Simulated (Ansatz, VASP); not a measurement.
# Si: VASP beside Ansatz

```
Si
1.0
     3.52481    0.00000    0.00000
    -1.76241    3.05258    0.00000
     0.00000    0.00000    5.82601
Si
4
Direct
  0.33333 0.66667 0.06301
  0.66667 0.33333 0.56301
  0.33333 0.66667 0.43699
  0.66667 0.33333 0.93699
```

Change from the starting cell: strain -0.080 along x and y, -0.080 along z, atoms carried along.

Alike in both runs: task single point; functional PBEsol; k mesh 12 × 12 × 6; occupations gaussian, width 0.03 eV; no spin polarisation.

|  | VASP | Ansatz |
| --- | --- | --- |
| version | VASP 6.6.1 | Ansatz 0.2.0 |
| potentials or method | VASP PAW PBE potentials, release 64 (Si), cutoff 520 eV | scalar-relativistic, plane waves, PAW |
| valence electrons in the cell | 16 | 16 |

Ansatz gave:

```
gap on the k mesh at the Fermi level (eV)                     : none
pressure (GPa)                                                : 37.8
traceless stress, the component that is largest in VASP (GPa) : 0.35
rms of the force components (eV/Å)                            : 0.093
```

Which values does VASP return?

gap on the k mesh at the Fermi level (eV): none; pressure (GPa): 38.1; traceless stress, the component that is largest in VASP (GPa): 0.34; rms of the force components (eV/Å): 0.094.

VASP's potentials were made for PBE, not for PBEsol. Atom by atom the forces differ by 0.001 eV/Å (rms over components). A gap of «none» marks a metal or a gap that the smearing closes. Both programs put the cell under a high pressure, so it lies far from rest at this level. With one functional, cell and mesh, what is left measures potentials, basis and numerics.
